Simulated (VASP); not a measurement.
The system is Sc2F3.

```
CELL_PARAMETERS angstrom
2.77500 1.60215 5.10000
-2.77500 1.60215 5.10000
0.00000 -3.20429 5.10000
ATOMIC_POSITIONS crystal
Sc 0.85200 0.85200 0.85200
Sc 0.64800 0.64800 0.64800
Sc 0.35200 0.35200 0.35200
Sc 0.14800 0.14800 0.14800
F 0.55600 0.25000 0.94400
F 0.25000 0.94400 0.55600
F 0.94400 0.55600 0.25000
F 0.75000 0.05600 0.44400
F 0.05600 0.44400 0.75000
F 0.44400 0.75000 0.05600
```

```yaml
Program: VASP 6.6.1
Task: relaxation of cell and atoms
Functional: PBE
Potentials_or_basis: VASP PAW PBE potentials, release 64 (Sc_sv, F)
Cutoff: 600 eV
k_mesh: 4 × 4 × 4
Occupations: gaussian, width 0.2 eV
Spin: no spin polarisation
```

At the start: pressure 5.6 GPa; volume 13.60 Å³/atom.

Q: Where does the relaxation end?

A: Over 5 steps the energy falls by 35.3 meV/atom and the volume is 14.51 Å³/atom (+6.7 %); space group R-3c (No. 167, to 0.1 Å) before and after.

Step by step:
```
step  energy change (eV)  largest force (eV/Å)  pressure (GPa)  volume (Å³)
   1              0.0000                0.7675            5.64       136.05
   2             -0.2850                0.4339           -0.36       145.69
   3             -0.2929                0.3868           -1.33       147.75
   4             -0.3406                0.2309           -0.48       146.28
   5             -0.3526                0.0657            0.38       145.10
```

Final structure:
```
Sc F
1.0
     2.86000    1.65122    5.12090
    -2.86000    1.65122    5.12090
     0.00000   -3.30244    5.12090
Sc F
4 6
Direct
  0.84629 0.84629 0.84629
  0.65371 0.65371 0.65371
  0.34629 0.34629 0.34629
  0.15371 0.15371 0.15371
  0.54822 0.25000 0.95178
  0.25000 0.95178 0.54822
  0.95178 0.54822 0.25000
  0.75000 0.04822 0.45178
  0.04822 0.45178 0.75000
  0.45178 0.75000 0.04822
```

Caveat: the relaxation stopped at a loose force limit of 0.08 eV/Å, so its end isn't a converged minimum.
